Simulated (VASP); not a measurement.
Input of a VASP 6.6.1 run:

INCAR

```
SYSTEM = LiMg12
PREC = Accurate ; ENCUT = 520
EDIFF = 1E-7 ; ISMEAR = -1
SIGMA = 0.05 ; LREAL = .False.
LASPH = .True. ; NELM = 60
ALGO = Normal ; ISIF = 2
LWAVE = .False. ; LCHARG = .False.
GGA = PE ; NBANDS = 26
```

KPOINTS

```
Automatic mesh
0
Gamma
  4 3 4
  0 0 0
```

POSCAR

```
LiMg12
1.0
    6.4200000000      0.0000000000      0.0000000000
   -4.8150000000      8.3398250000      0.0000000000
    0.0000000000      0.0000000000      5.2130400000
Mg Li
12 1
Direct
    0.1593131178      0.0716937106      0.0107257953
    0.1818687877      0.2455172621      0.5037101192
   -0.0445681254      0.2869581796     -0.0002938784
    0.1181593738      0.5390085523      0.5077708976
    0.0258251192      0.6701095047      0.0081764191
    0.1589940525      0.8869445102      0.5015332704
    0.5136269795     -0.0305164677     -0.0181982106
    0.6328916467      0.2081475331      0.4925183770
    0.5749166847      0.3681944165     -0.0075422402
    0.6640273442      0.5734013603      0.4990938109
    0.3885809342      0.5834659600      0.0109617421
    0.6756523386      0.8964249250      0.4725501819
    0.7868576312      0.8163001022      0.9569953424
```

Potentials or basis: VASP PAW PBE potentials, release 64 (Mg, Li_sv).

Command:

```bash
$ cat potpaw_PBE.64/Mg/POTCAR potpaw_PBE.64/Li_sv/POTCAR > POTCAR
$ mpirun -np 1 vasp_std > vasp.out
```

(1) Estimate the largest force.

(2) What does it give for the band gap on the k mesh?

## Answers

(1) 0.117 eV/Å.

(2) zero (an odd number of electrons rules out a gap without spin polarisation).
